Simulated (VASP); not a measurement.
Here is a VASP 6.6.1 calculation.

The input INCAR:

```
PREC = Accurate
ENCUT = 520
EDIFF = 1E-6
ISMEAR = 0
SIGMA = 0.15
LREAL = F
LASPH = T
NELM = 100
ALGO = Normal
ISIF = 2
LWAVE = F
LCHARG = T
GGA = PS
LELF = T
LVHAR = T
NBANDS = 16
```

Contents of KPOINTS:

```
Automatic mesh
0
Gamma
  21 21 6
```

File POSCAR:

```
C
1.0
    1.3386771667     -2.1975460597      0.0000000000
    1.3386771667      2.1975460597      0.0000000000
    0.0000000000      0.0000000000      7.6150533548
C
4
Direct
    0.0833216498      0.9166783502      0.7498439858
    0.5833216498      0.4166783502      0.2501560142
    0.9166783502      0.0833216498      0.2501560142
    0.4166783502      0.5833216498      0.7498439858
```

Potentials or basis: VASP PAW PBE potentials, release 64 (C).

Run with:

```bash
$ cat potpaw_PBE.64/C/POTCAR > POTCAR
$ mpirun -np 1 vasp_std > vasp.out
```

(1) Predict the largest force.

(2) Predict the pressure.

Answers

(1) 0.031 eV/Å.

(2) -32.6 GPa.

Caveat: the cell stands under tension; this functional lacks dispersion, which binds the layers, so the pressure and a relaxed spacing across them are unreliable; the PAW data sets were made with another functional, which shifts forces and pressure a little.
